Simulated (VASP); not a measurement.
Here is a VASP 6.6.1 calculation.

The input INCAR:

```
  ALGO = Normal
  EDIFF = 1E-6
  ENCUT = 520
  GGA = PE
  ISIF = 2
  ISMEAR = 0
  LASPH = T
  LCHARG = F
  LREAL = F
  LWAVE = F
  NBANDS = 30
  NELM = 100
  PREC = Accurate
  SIGMA = 0.1
```

The input KPOINTS:

```
k-points
0
Gamma
  12 12 2
```

File POSCAR:

```
Si2Sb5Se
1.0
    4.1504915653      0.0000000000      0.0000000000
   -2.0752457827      3.5944311337      0.0000000000
    0.0000000000      0.0000000000     16.6749276237
Si Sb Se
2 5 1
Direct
    0.3333333333      0.6666666667      0.0934147471
    0.3333333333      0.6666666667      0.2361708132
    0.0000000000      0.0000000000      0.0229658100
    0.0000000000      0.0000000000      0.7285972479
    0.3333333333      0.6666666667      0.8256227805
    0.3333333333      0.6666666667      0.4764202444
    0.6666666667      0.3333333333      0.5733726813
    0.0000000000      0.0000000000      0.2784356756
```

Potentials or basis: VASP PAW PBE potentials, release 64 (Si, Sb, Se).

Command:

```sh
$ cat potpaw_PBE.64/Si/POTCAR potpaw_PBE.64/Sb/POTCAR potpaw_PBE.64/Se/POTCAR > POTCAR
$ mpirun -np 1 vasp_std > vasp.out
```

Question: Estimate the largest force.

Answer: 0.075 eV/Å.

Question: What does it give for the band gap on the k mesh?

Answer: Zero (an odd number of electrons rules out a gap without spin polarisation).

Question: Estimate the pressure.

Answer: 0.1 GPa.

Forces in eV/Å, atoms in the order of the input:
```
Si   0.000  0.000  0.046
Si   0.000  0.000 -0.004
Sb   0.000  0.000 -0.049
Sb   0.000  0.000 -0.070
Sb   0.000  0.000  0.062
Sb   0.000  0.000 -0.064
Sb   0.000  0.000  0.075
Se   0.000  0.000  0.003
```

Caveat: spin-orbit coupling is left out, which moves the levels of the heavy elements; this functional lacks dispersion, which binds layers or chains, so the pressure and a relaxed spacing across them are unreliable; an odd number of electrons without spin polarisation forces a metal; a magnetic or distorted state may lie lower.
